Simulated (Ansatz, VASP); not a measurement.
# Two plane-wave programs on Si8C7

The input INCAR:

```
SYSTEM = Si8C7
  ALGO = Normal
  EDIFF = 1E-6
  ENCUT = 600
  GGA = PE
  GGA_COMPAT = .FALSE.
  ISIF = 2
  ISMEAR = -1
  LASPH = .TRUE.
  LCHARG = .TRUE.
  LELF = .TRUE.
  LREAL = .FALSE.
  LVHAR = .TRUE.
  LWAVE = .FALSE.
  NBANDS = 43
  NELM = 120
  PREC = Accurate
  SIGMA = 0.01
```

The input KPOINTS:

```
k-points
0
G
  1 1 1
  0 0 0
```

Contents of POSCAR:

```
Si8C7
1.0
    8.7200000000      0.0000000000      0.0000000000
    0.0000000000      4.3600000000      0.0000000000
    0.0000000000      0.0000000000      4.3600000000
Si C
8 7
Direct
    0.9964900000      0.9993630000      0.0008910000
    0.9988430000      0.4881940000      0.4965050000
    0.2499520000      0.9946280000      0.4980240000
    0.2530460000      0.4973580000      0.0076300000
    0.5023850000      0.9974070000      0.9970470000
    0.4973940000      0.4971350000      0.5118960000
    0.7495520000      0.0039280000      0.5095640000
    0.7462830000      0.5050890000      0.9964950000
    0.1209200000      0.2577900000      0.2438020000
    0.1191340000      0.7410290000      0.7550760000
    0.3708200000      0.2530710000      0.7592030000
    0.3792360000      0.7397620000      0.2435500000
    0.6322070000      0.2582740000      0.2421450000
    0.8717790000      0.2413630000      0.7556510000
    0.8775900000      0.7446340000      0.2550440000
```

Input for Ansatz:

```yaml
crystal:
  lattice:
    - [8.72, 0, 0]
    - [0, 4.36, 0]
    - [0, 0, 4.36]
  atoms:
    - { symbol: Si, position: [0.99649, 0.999363, 0.000891] }
    - { symbol: Si, position: [0.998843, 0.488194, 0.496505] }
    - { symbol: Si, position: [0.249952, 0.994628, 0.498024] }
    - { symbol: Si, position: [0.253046, 0.497358, 0.00763] }
    - { symbol: C, position: [0.12092, 0.25779, 0.243802] }
    - { symbol: C, position: [0.119134, 0.741029, 0.755076] }
    - { symbol: C, position: [0.37082, 0.253071, 0.759203] }
    - { symbol: C, position: [0.379236, 0.739762, 0.24355] }
    - { symbol: Si, position: [0.502385, 0.997407, 0.997047] }
    - { symbol: Si, position: [0.497394, 0.497135, 0.511896] }
    - { symbol: Si, position: [0.749552, 0.003928, 0.509564] }
    - { symbol: Si, position: [0.746283, 0.505089, 0.996495] }
    - { symbol: C, position: [0.632207, 0.258274, 0.242145] }
    - { symbol: C, position: [0.871779, 0.241363, 0.755651] }
    - { symbol: C, position: [0.87759, 0.744634, 0.255044] }
kpoints:
  mp_grid: { grid: [1, 1, 1] }
hamiltonian:
  xc: pbe
  pseudopotentials: { kind: paw }
scf:
  occupations: { method: fermi_dirac, width: "0.01 eV" }
```

Alike in both runs: task single point; functional PBE; k mesh 1 × 1 × 1; no spin polarisation.

|  | VASP | Ansatz |
| --- | --- | --- |
| version | VASP 6.6.1 | Ansatz development build ahead of 0.2.0 |
| potentials or method | VASP PAW PBE potentials, release 64 (Si, C) | PAW (an earlier, plane waves, scalar-relativistic |
| plane-wave cutoff (eV) | 600 | 820 |
| occupations | fermi-dirac, width 0.01 eV | fermi-dirac |

|  | VASP | Ansatz | Ansatz less VASP |
| --- | --- | --- | --- |
| gap on the k mesh at the Fermi level (eV) | 0.01 | 0.01 | 0.000 |
| least direct gap on the mesh (eV) | 0.01 | 0.01 | 0.000 |

The k mesh is coarse, so the values compare programs but aren't converged.
